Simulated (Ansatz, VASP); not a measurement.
## Cu: VASP beside Ansatz

The input INCAR:

```
SYSTEM = Cu
PREC = Accurate
ENCUT = 520
EDIFF = 1E-6
ISMEAR = 0
SIGMA = 0.15
LREAL = .FALSE.
LASPH = .TRUE.
NELM = 60
ALGO = Fast
ISIF = 2
LWAVE = .FALSE.
LCHARG = .FALSE.
GGA = CA
NBANDS = 12
```

Contents of KPOINTS:

```
Automatic mesh
0
G
  24 24 24
  0 0 0
```

Contents of POSCAR:

```
Cu
1.0
   -1.4848971394      1.4848971394      1.3135400095
    1.4848971394     -1.4848971394      1.3135400095
    1.4848971394      1.4848971394     -1.3135400095
Cu
1
Direct
    0.0000000000      0.0000000000      0.0000000000
```

Input for Ansatz:

```yaml
crystal:
  lattice:
    - [-1.4848971394, 1.4848971394, 1.3135400095]
    - [1.4848971394, -1.4848971394, 1.3135400095]
    - [1.4848971394, 1.4848971394, -1.3135400095]
  atoms:
    - { symbol: Cu, position: [0.0, 0.0, 0.0] }
basis:
  ecutwfc: 520.0
kpoints:
  mp_grid: { grid: [24, 24, 24] }
hamiltonian:
  xc: lda
  pseudopotentials: { kind: paw, azcp: { folder: soft_1 } }
scf:
  occupations: { method: gaussian, width: 0.15 }
output:
  forces: true
  stress: true
  eigenvalues: true
```

Alike in both runs: task single point; functional LDA; k mesh 24 × 24 × 24; occupations gaussian, width 0.15 eV; no spin polarisation.

```csv
,VASP,Ansatz
version,VASP 6.6.1,Ansatz 0.2.0
potentials or method,"VASP PAW LDA potentials, release 64 (Cu), cutoff 520 eV","scalar-relativistic, plane waves, PAW"
valence electrons in the cell,11,19
```

```tsv
	VASP	Ansatz	Ansatz less VASP
gap on the k mesh at the Fermi level (eV)	none	none	-
pressure (GPa)	-8.1	-9.0	-0.94
traceless stress, the component that is largest in VASP (GPa)	0.75	0.70	-0.055
```

Ansatz warns that its potentials were made for another functional, while VASP's fit it. LDA's correlation is that of Perdew and Zunger in VASP and of Perdew and Wang (1992) in Ansatz. A gap of «none» marks a metal or a gap that the smearing closes. VASP's potentials hold 11 valence electrons a cell and Ansatz's 19, so a difference there can come from the potentials and not from the codes.
